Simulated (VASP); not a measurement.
P: single point with PBE+D3(BJ)

System: P, a slab with vacuum.

```
P
1.0
     3.32252    0.00000    0.00000
     0.00000    4.16686    0.00000
     0.00000    0.00000   30.33671
P
4
Direct
  0.50000 0.92810 0.46426
  0.00000 0.57190 0.46426
  0.50000 0.07190 0.53574
  0.00000 0.42810 0.53574
```

This cell differs from its parent crystal: atoms taken out.

```yaml
Program: VASP 6.6.1
Task: single point
Functional: PBE
Dispersion: D3(BJ)
Potentials_or_basis: VASP PAW PBE potentials, release 64 (P)
Cutoff: 520 eV
k_mesh: 10 × 8 × 1
Occupations: gaussian, width 0.02 eV
Spin: no spin polarisation
```

```json
{
 "Largest force": "0.204 eV/Å",
 "Band gap on the k mesh": "0.26 eV (least direct gap 0.33 eV)",
 "Dispersion energy per atom": "-0.261 eV"
}
```

Forces in eV/Å, atoms in the order of the input:
```
P    0.000 -0.108  0.173
P    0.000  0.108  0.173
P    0.000  0.108 -0.173
P    0.000 -0.108 -0.173
```

Levels at points of the mesh, in eV from the valence-band top:
```csv
k point,band 7,band 8,band 9,band 10,band 11,band 12,band 13,band 14
"(0.00, 0.00, 0.00)",-3.92,-2.37,-2.10,-0.08,0.26,1.22,2.53,3.60
"(0.50, 0.00, 0.00)",-2.88,-2.88,-2.28,-2.28,1.29,1.29,1.44,1.44
"(0.00, 0.50, 0.00)",-2.82,-2.82,-0.81,-0.81,1.82,1.82,2.83,2.83
"(0.50, 0.50, 0.00)",-5.29,-5.29,-1.85,-1.85,2.18,2.18,5.03,5.03
```

It took 3.4 min on 1 thread of Intel(R) Xeon(R) 6975P-C (Granite Rapids), on a shared host, peak memory 0.56 GiB.

Caveat: the cell differs from its parent crystal (atoms taken out).
